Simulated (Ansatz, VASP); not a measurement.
KTaO3, level by level in two programs

```xyz
5
Lattice="3.9069 0.0000 0.0000 0.0000 3.9069 0.0000 0.0000 0.0000 3.9069" Properties=species:S:1:pos:R:3 pbc="T T T"
Ta    0.0000    0.0000    0.0000
K     1.9534    1.9534    1.9534
O     0.0000    0.0000    1.9534
O     0.0000    1.9534    0.0000
O     1.9534    0.0000    0.0000
```

Single points on this cell with VASP 6.6.1 and Ansatz 0.2.0. Each row is one pair of runs. Alike in all rows: spin: off; k mesh: 7 × 7 × 7; smearing: fermi-dirac, width 0.05 eV; Ansatz's potentials, cutoff: Ansatz PAW, 420 eV.

| level | VASP's potentials, cutoff | gap on the k mesh at the Fermi level (eV), VASP | gap on the k mesh at the Fermi level (eV), Ansatz | least direct gap on the mesh (eV), VASP | least direct gap on the mesh (eV), Ansatz | pressure (GPa), VASP | pressure (GPa), Ansatz |
| --- | --- | --- | --- | --- | --- | --- | --- |
| PBEsol | VASP PAW PBE potentials, release 64 (Ta_pv, K_sv, O), 520 eV | 2.27 | 2.32 | 2.79 | 2.83 | 14.8 | 13.8 |
| LDA | VASP PAW LDA potentials, release 64 (Ta_pv, K_sv, O), 520 eV | 2.21 | 2.26 | 2.73 | 2.77 | 9.7 | 8.1 |
| PBEsol+D4 | VASP PAW PBE potentials, release 64 (Ta_pv, K_sv, O), 520 eV | 2.27 | 2.32 | 2.79 | 2.83 | 13.5 | 12.4 |

Gap on the k mesh at the fermi level (eV): the two programs differ by at most 0.057; least direct gap on the mesh (eV): the two programs differ by at most 0.044; pressure (GPa): the two programs differ by at most 1.58.

VASP's potentials hold 38 valence electrons a cell and Ansatz's 40, so a difference there can come from the potentials and not from the codes.

Neither program's run includes spin-orbit coupling. Noted on Ansatz's runs: odd divisions of the mesh miss points on the zone boundary, where band edges often lie, so the gap on the mesh can be too wide.
